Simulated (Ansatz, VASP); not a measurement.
**One calculation of HfO2, two programs**

INCAR

```
ALGO = Normal
EDIFF = 1E-6
ENCUT = 520
GGA = PE
ISIF = 2
ISMEAR = 0
LASPH = T
LCHARG = F
LREAL = F
LWAVE = F
NBANDS = 18
NELM = 80
PREC = Accurate
SIGMA = 0.05
```

Contents of KPOINTS:

```
k-points
0
Gamma
  8 8 8
```

The input POSCAR:

```
HfO2
1.0
    0.0687435254      2.5837505512      2.5837505512
    2.5837505512      0.0687435254      2.5837505512
    2.5837505512      2.5837505512      0.0687435254
Hf O
1 2
Direct
    0.0000000000      0.0000000000      0.0000000000
    0.2500000000      0.2500000000      0.2500000000
    0.7500000000      0.7500000000      0.7500000000
```

Input for Ansatz:

```yaml
crystal:
  lattice:
    - [0.0687435254, 2.5837505512, 2.5837505512]
    - [2.5837505512, 0.0687435254, 2.5837505512]
    - [2.5837505512, 2.5837505512, 0.0687435254]
  atoms:
    - { symbol: Hf, position: [0.0, 0.0, 0.0] }
    - { symbol: O, position: [0.25, 0.25, 0.25] }
    - { symbol: O, position: [0.75, 0.75, 0.75] }
basis:
  ecutwfc: 520.0
kpoints:
  mp_grid: { grid: [8, 8, 8] }
hamiltonian:
  xc: pbe
  pseudopotentials: { kind: paw, azcp: { folder: soft_1 } }
scf:
  occupations: { method: gaussian, width: 0.05 }
output:
  forces: true
  stress: true
  eigenvalues: true
```

Alike in both runs: task single point; functional PBE; k mesh 8 × 8 × 8; occupations gaussian, width 0.05 eV; no spin polarisation.

|  | VASP | Ansatz |
| --- | --- | --- |
| version | VASP 6.6.1 | Ansatz 0.2.0 |
| potentials or method | VASP PAW PBE potentials, release 64 (Hf_pv, O), cutoff 520 eV | scalar-relativistic, plane waves, PAW |
| valence electrons in the cell | 22 | 38 |

Ansatz gave:

- gap on the k mesh at the Fermi level (eV): 3.76
- least direct gap on the mesh (eV): 3.76
- pressure (GPa): 0.5
- traceless stress, the component that is largest in VASP (GPa): -2.07
- rms of the force components (eV/Å): 0.124

Question: What did VASP give for the same quantities?

Answer: gap on the k mesh at the Fermi level (eV): 3.77; least direct gap on the mesh (eV): 3.77; pressure (GPa): -3.2; traceless stress, the component that is largest in VASP (GPa): -1.95; rms of the force components (eV/Å): 0.110.

Atom by atom the forces differ by 0.014 eV/Å (rms over components). VASP's potentials hold 22 valence electrons a cell and Ansatz's 38, so a difference there can come from the potentials and not from the codes.

Neither program's run includes spin-orbit coupling.
